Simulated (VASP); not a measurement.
# TbBeC (P4/mmm) in VASP: single point with PBE

Aim: the single point of TbBeC with PBE.

All numbers are computed with VASP 6.6.1; they aren't measurements. Logs are shortened: lines on timing, memory, paths and dates and some standing lists are left out, and cuts for length are marked.

**1. The cell of the first run**

The structure is tetragonal, space group P4/mmm (No. 123). The conventional cell has a = 3.609 Å, b = 3.609 Å, c = 3.371 Å, α = 90.00°, β = 90.00°, γ = 90.00°. Tb (site symmetry 4/mmm) has 4 C at 2.55 Å and 8 Be at 3.06 Å and 2 Tb at 3.37 Å within 3.4 Å. Be (site symmetry 4/mmm) has 2 C at 1.69 Å within 2.2 Å. C (site symmetry 4/mmm) has 2 Be at 1.69 Å within 2.2 Å.

**2. Single point, PBE**

Contents of POSCAR:

```
TbBeC
1.0
    3.6091272631      0.0000000000      0.0000000000
    0.0000000000      3.6091272631      0.0000000000
    0.0000000000      0.0000000000      3.3712924518
Tb Be C
1 1 1
Direct
    0.5000000000      0.5000000000      0.0000000000
    0.0000000000      0.0000000000      0.5000000000
    0.0000000000      0.0000000000      0.0000000000
```

Contents of INCAR.step1:

```
  PREC = Accurate
  ENCUT = 520
  EDIFF = 1E-6
  ISMEAR = 0
  SIGMA = 0.1
  LREAL = False
  LASPH = True
  NELM = 200
  ALGO = Normal
  ISIF = 2
  LWAVE = False
  LCHARG = True
  LMAXMIX = 6
  GGA = PE
  NBANDS = 14
  GGA_COMPAT = False
  NEDOS = 2001
  LORBIT = 11
```

Contents of KPOINTS.step1:

```
regular mesh
0
Gamma
  14 14 14
```

Contents of INCAR.step2:

```
  PREC = Accurate
  ENCUT = 520
  EDIFF = 1E-6
  ISMEAR = -5
  SIGMA = 0.1
  LREAL = False
  LASPH = True
  NELM = 200
  ALGO = Normal
  ISIF = 2
  LWAVE = False
  LCHARG = False
  LMAXMIX = 6
  GGA = PE
  LORBIT = 11
  NEDOS = 2001
  ICHARG = 11
  GGA_COMPAT = False
```

Contents of KPOINTS.step2:

```
regular mesh
0
Gamma
  21 21 21
```

Potentials or basis: VASP PAW PBE potentials, release 64 (Tb_3, Be, C), 4f in core.

On the command line:

```sh
> cat potpaw_PBE.64/Tb_3/POTCAR potpaw_PBE.64/Be/POTCAR potpaw_PBE.64/C/POTCAR > POTCAR
> cp INCAR.step1 INCAR
> cp KPOINTS.step1 KPOINTS
> mpirun -np 1 vasp_std > vasp.out
> cp INCAR.step2 INCAR
> cp KPOINTS.step2 KPOINTS
> mpirun -np 1 vasp_std > vasp.out
```

OUTCAR:

```text
PREC = Accurate
   ENCUT = 520
   EDIFF = 1E-6
   ISMEAR = -5
   LREAL = False
   LASPH = True
   NELM = 200
   ISIF = 2
   GGA = PE
   LORBIT = 11
   ICHARG = 11

 ion  position               nearest neighbor table
   1  0.500  0.500  0.000-   3 2.55   3 2.55   3 2.55   3 2.55   2 3.06   2 3.06   2 3.06   2 3.06
                             2 3.06   2 3.06   2 3.06   2 3.06
   2  0.000  0.000  0.500-   3 1.69   3 1.69   1 3.06   1 3.06   1 3.06   1 3.06   1 3.06   1 3.06
                             1 3.06   1 3.06
   3  0.000  0.000  0.000-   2 1.69   2 1.69   1 2.55   1 2.55   1 2.55   1 2.55

  LATTYP: Found a simple tetragonal cell.
 ALAT       =     3.6091272631
 C/A-ratio  =     0.9341018496

  Lattice vectors:

 A1 = (   3.6091272631,   0.0000000000,   0.0000000000)
 A2 = (   0.0000000000,   3.6091272631,   0.0000000000)
 A3 = (   0.0000000000,   0.0000000000,   3.3712924518)

Analysis of symmetry for initial positions (statically):
=====================================================================
 Subroutine PRICEL returns:
 Original cell was already a primitive cell.

 Routine SETGRP: Setting up the symmetry group for a
 simple tetragonal supercell.

 Subroutine GETGRP returns: Found 16 space group operations
 (whereof 16 operations were pure point group operations)
 out of a pool of 16 trial point group operations.

The static configuration has the point symmetry D_4h.

Analysis of symmetry for dynamics (positions and initial velocities):
=====================================================================
 Subroutine PRICEL returns:
 Original cell was already a primitive cell.

 Routine SETGRP: Setting up the symmetry group for a
 simple tetragonal supercell.

 Subroutine GETGRP returns: Found 16 space group operations
 (whereof 16 operations were pure point group operations)
 out of a pool of 16 trial point group operations.

The dynamic configuration has the point symmetry D_4h.

 Subroutine INISYM returns: Found 16 space group operations
 (whereof 16 operations are pure point group operations),
 and found     1 'primitive' translations

----------------------------------------------------------------------------------------

                                     Primitive cell

  volume of cell :      43.9138

  direct lattice vectors                    reciprocal lattice vectors
     3.609127263  0.000000000  0.000000000     0.277075295  0.000000000  0.000000000
[... 103 lines left out ...]
   EMIN   =  10.00;   EMAX   =-10.00  energy-range for DOS
   EFERMI =   0.00;   METHOD = LEGACY
   ISMEAR =    -5;   SIGMA  =   0.10  broadening in eV -4-tet -1-fermi 0-gaus
   EFERMI_NEDOS =   21; number of points for ismear=-14 and -15
   IALGO  =     38    algorithm
   IMIX   =      4    mixing-type and parameters
     AMIX     =   0.40;   BMIX     =  1.00
     AMIX_MAG =   1.60;   BMIX_MAG =  1.00
  volume/ion in A,a.u.               =      14.64        98.78
  Fermi-wavevector in a.u.,A,eV,Ry     =   1.144384  2.162572 17.818379  1.309614
  Thomas-Fermi vector in A             =   2.281076
   LORBIT       =     11    0 simple, 1 ext, 2 COOP (PROOUT), +10 PAW based schemes
   GGA     = PE    functional components
   LHFCALC =     F    Hartree Fock is set to
   AEXX    =    0.0000 exact exchange contribution
   IVDW    =     0    specifies the selected vdW correction
   LEPSILON=     F    determine dielectric tensor
   LRPA    =     F    only Hartree local field effects (RPA)
 non-spin polarized calculation
 Fermi weights with tetrahedron method with Bloechl corrections
  energy-cutoff  :      520.00
  volume of cell :       43.91
 maximum number of plane-waves:      1200
 NGX is ok and might be reduce to    28

 number of electron      15.0000000 magnetization

 Free energy of the ion-electron system (eV)
  ---------------------------------------------------
  ext. energy  EPLUGINS =         0.00000000
  ---------------------------------------------------
  free energy    TOTEN  =       -18.15563196 eV

  energy without entropy =      -18.15563196  energy(sigma->0) =      -18.15563196

 E-fermi :   4.3181     XC(G=0): -10.5648

 val. band max:        4.3394635690   @ k =   0.0952   0.0000   0.4762
 cond. band min:       4.2690017465   @ k =   0.0000   0.0000   0.0952
 fundamental gap:     -0.0704618225
 Fermi energy:         4.3181182173

 k-point     1 :       0.0000    0.0000    0.0000
  band No.  band energies     occupation
      1     -17.4277      2.00000
      2     -17.3654      2.00000
      3     -17.3654      2.00000
      4      -6.8008      2.00000
      5       1.2578      2.00000
      6       2.3488      2.00000
      7       3.3490      2.00000
      8       3.3490      2.00000
      9       4.1936      1.58797
     10       8.7429      0.00000
     11       9.3597      0.00000
[... 309 lines left out ...]
 k-point    24 :       0.1905    0.0952    0.0000
  band No.  band energies     occupation
      1     -17.5182      2.00000
      2     -17.4133      2.00000
      3     -17.3867      2.00000
      4      -6.3097      2.00000
      5       1.1720      2.00000
      6       1.2159      2.00000
      7       2.3868      2.00000
      8       3.0994      2.00000
      9       6.0751      0.00000
     10       9.3248      0.00000
     11       9.3600      0.00000

 [... further k-points ...]
[... 5 lines left out ...]
  --------------------------------------------------------------------------------------
  -------------------------------------------------------------------------------------
  Total        0.1366254      0.1366254      0.0726407      0.0000000      0.0000000      0.0000000
  in kB        4.9847248      4.9847248      2.6502681      0.0000000      0.0000000      0.0000000
  external PRESSURE =       4.2065726 kB  Pullay stress =       0.0000000 kB

 VOLUME and BASIS-vectors are now :
 -----------------------------------------------------------------------------
  energy-cutoff  :      520.00
  volume of cell :       43.91
      direct lattice vectors                 reciprocal lattice vectors
     3.609127263  0.000000000  0.000000000     0.277075295  0.000000000  0.000000000
     0.000000000  3.609127263  0.000000000     0.000000000  0.277075295  0.000000000
     0.000000000  0.000000000  3.371292452     0.000000000  0.000000000  0.296622145

 POSITION                                       TOTAL-FORCE (eV/Angst)
 -----------------------------------------------------------------------------------
      1.80456      1.80456      0.00000         0.000000      0.000000      0.000000
      0.00000      0.00000      1.68565         0.000000      0.000000      0.000000
      0.00000      0.00000      0.00000         0.000000      0.000000      0.000000
 -----------------------------------------------------------------------------------
    total drift:                                0.000000      0.000000     -0.000000

  FREE ENERGIE OF THE ION-ELECTRON SYSTEM (eV)
  ---------------------------------------------------
  free  energy   TOTEN  =       -18.1556319552 eV

  energy  without entropy=      -18.1556319552  energy(sigma->0) =      -18.15563196

 total charge

# of ion       s       p       d       tot
------------------------------------------
    1        0.311   6.531   1.298   8.140
    2        0.471   0.780   0.000   1.252
    3        0.870   1.518   0.000   2.388
--------------------------------------------------
tot          1.652   8.830   1.298  11.779
```

OUTCAR.step1:

```text
PREC = Accurate
   ENCUT = 520
   EDIFF = 1E-6
   ISMEAR = 0
   LREAL = False
   LASPH = True
   NELM = 200
[... 640 lines left out ...]
    total drift:                                0.000000      0.000000     -0.000000

  FREE ENERGIE OF THE ION-ELECTRON SYSTEM (eV)
  ---------------------------------------------------
  free  energy   TOTEN  =       -18.1612518113 eV

  energy  without entropy=      -18.1552820174  energy(sigma->0) =      -18.15826691

 total charge

# of ion       s       p       d       tot
------------------------------------------
    1        0.311   6.530   1.299   8.141
    2        0.471   0.780   0.000   1.252
    3        0.870   1.517   0.000   2.387
--------------------------------------------------
tot          1.652   8.828   1.299  11.779
```

OSZICAR.step1:

```text
N       E                     dE             d eps       ncg     rms          rms(c)
DAV:   1     0.351450066184E+02    0.35145E+02   -0.66345E+03  8064   0.942E+02
DAV:   2    -0.173813733331E+02   -0.52526E+02   -0.47889E+02  9136   0.214E+02
DAV:   3    -0.211149756160E+02   -0.37336E+01   -0.36216E+01 11096   0.387E+01
DAV:   4    -0.211988316647E+02   -0.83856E-01   -0.83747E-01  9378   0.645E+00
DAV:   5    -0.212003807249E+02   -0.15491E-02   -0.15485E-02 11162   0.744E-01    0.233E+01
DAV:   6    -0.181625508510E+02    0.30378E+01   -0.10894E+01 10868   0.169E+01    0.181E+01
DAV:   7    -0.181808546858E+02   -0.18304E-01   -0.90645E-01  9060   0.548E+00    0.123E+01
DAV:   8    -0.181917474355E+02   -0.10893E-01   -0.32798E-01 10380   0.316E+00    0.388E+00
DAV:   9    -0.181620832020E+02    0.29664E-01   -0.13117E-01 10548   0.171E+00    0.344E-01
DAV:  10    -0.181621414434E+02   -0.58241E-04   -0.13723E-02 10342   0.696E-01    0.205E-01
DAV:  11    -0.181612312349E+02    0.91021E-03   -0.26301E-03 11064   0.295E-01    0.566E-02
DAV:  12    -0.181612564509E+02   -0.25216E-04   -0.23645E-04  9768   0.101E-01    0.389E-02
DAV:  13    -0.181612516586E+02    0.47923E-05   -0.16322E-05 10776   0.232E-02    0.117E-02
DAV:  14    -0.181612518113E+02   -0.15273E-06   -0.88408E-07  6818   0.661E-03
   1 F= -.18161252E+02 E0= -.18158267E+02  d E =-.596979E-02
```

It took 3 min on 1 thread of AMD EPYC 9R45 (Zen 5), shared host; peak memory 0.54 GiB.

Results:

```yaml
Valence_electrons_inside_the_program's_atomic_spheres: Tb 8.14; Be 1.25; C 2.39
```

Caveat: spin-orbit coupling is left out, which moves the levels of the heavy elements; the 4f electrons are frozen in the core, so they carry no moment and show no levels. Spin polarisation is off, so any magnetic state and its effect on volume and gap are missing.
